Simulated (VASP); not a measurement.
A run of VASP 6.6.1:

File INCAR:

```
SYSTEM = HfO2
PREC = Accurate
ENCUT = 520
EDIFF = 1E-6
ISMEAR = -1
SIGMA = 0.05
LREAL = .FALSE.
LASPH = .TRUE.
NELM = 60
ALGO = Normal
ISIF = 2
LWAVE = .FALSE.
LCHARG = .FALSE.
GGA = PS
NBANDS = 18
```

The input KPOINTS:

```
regular mesh
0
G
  9 9 9
  0 0 0
```

File POSCAR:

```
HfO2
1.0
    0.0000000000      2.5575000000      2.5575000000
    2.5575000000      0.0000000000      2.5575000000
    2.5575000000      2.5575000000      0.0000000000
Hf O
1 2
Direct
    0.0000000000      0.0000000000      0.0000000000
    0.7500000000      0.7500000000      0.7500000000
    0.2500000000      0.2500000000      0.2500000000
```

Potentials or basis: VASP PAW PBE potentials, release 64 (Hf_pv, O).

Command:

```console
$ cat potpaw_PBE.64/Hf_pv/POTCAR potpaw_PBE.64/O/POTCAR > POTCAR
$ mpirun -np 1 vasp_std > vasp.out
```

Hardware: 1 thread of Intel Xeon 8259CL, on a shared host.

How long does it take, and how much memory?

It took 31 s on 1 thread of Intel Xeon 8259CL, with other jobs on the host, peak memory 0.17 GiB. Counts: scf iterations 13, k points 35.
